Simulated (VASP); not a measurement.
Set up this calculation in VASP 6.6.1, as the native input.

| Item | Value |
| --- | --- |
| Task | relaxation of cell and atoms |
| Functional | LDA |
| Potentials or basis | VASP PAW LDA potentials, release 64 (Cr_pv, B) |
| Cutoff | 500 eV |
| k mesh | 9 × 9 × 4 |
| Occupations | gaussian, width 0.1 eV |
| Spin | collinear spin, antiferromagnetic start |
| Starting moments | [0.64, -0.64, 0.0, 0.0, 0.0, 0.0] μB |
| Dipole correction | no |
| Further INCAR settings | ALGO = Normal; EDIFF = 1e-07; IBRION = 2; EDIFFG = -0.05; NSW = 100; ISIF = 3 |

The structure of CrB2 lies in POSCAR:

```
CrB2
1.0
    2.9700000000      0.0000000000      0.0000000000
   -1.4850000000      2.5720954490      0.0000000000
    0.0000000000      0.0000000000      6.1400000000
Cr B
2 4
Direct
    0.0000000000      0.0000000000      0.0000000000
    0.0000000000      0.0000000000      0.5000000000
    0.3333333330      0.6666666670      0.2500000000
    0.6666666670      0.3333333330      0.2500000000
    0.3333333330      0.6666666670      0.7500000000
    0.6666666670      0.3333333330      0.7500000000
```

The input as run:

INCAR

```
ALGO = Normal ; EDIFF = 1E-7
EDIFFG = -0.05 ; ENCUT = 500
GGA = CA ; GGA_COMPAT = F
IBRION = 2 ; ISIF = 3
ISMEAR = 0 ; ISPIN = 2
LASPH = T ; LCHARG = F
LMAXMIX = 4 ; LORBIT = 11
LREAL = F ; LWAVE = F
MAGMOM = 0.64 -0.64 0 0 0 0 ; NELM = 200
NELMIN = 4 ; NSW = 100
PREC = Accurate ; SIGMA = 0.1
```

KPOINTS

```
k-points
0
Gamma
  9 9 4
```

Potentials or basis: VASP PAW LDA potentials, release 64 (Cr_pv, B).

Run with:

```console
$ cat potpaw_LDA.64/Cr_pv/POTCAR potpaw_LDA.64/B/POTCAR > POTCAR
$ mpirun -np 1 vasp_std > vasp.out
```

It gave:

* Relaxed volume: 7.16 Å³/atom
* Relaxed cell: a = 2.943 Å, b = 2.943 Å, c = 5.731 Å, α = 90.00°, β = 90.00°, γ = 120.00°
* Space group after relaxing (to 0.1 Å): P6/mmm (No. 191)
* Energy gained by relaxing: 55.5 meV/atom
* Ionic steps: 5
* Pressure after relaxing: 0.2 GPa
* Net moment: 0.00 μB per cell
* Valence electrons inside the program's atomic spheres: Cr 11.23; B 2.10

Caveat: the highest band is partly filled, so the run has too few bands; the moments typed at the start vanished in this run.

Run time: 9.5 min on 1 thread of Oxide Virtual Turin-like Processor, on a shared host, peak memory 0.17 GiB.
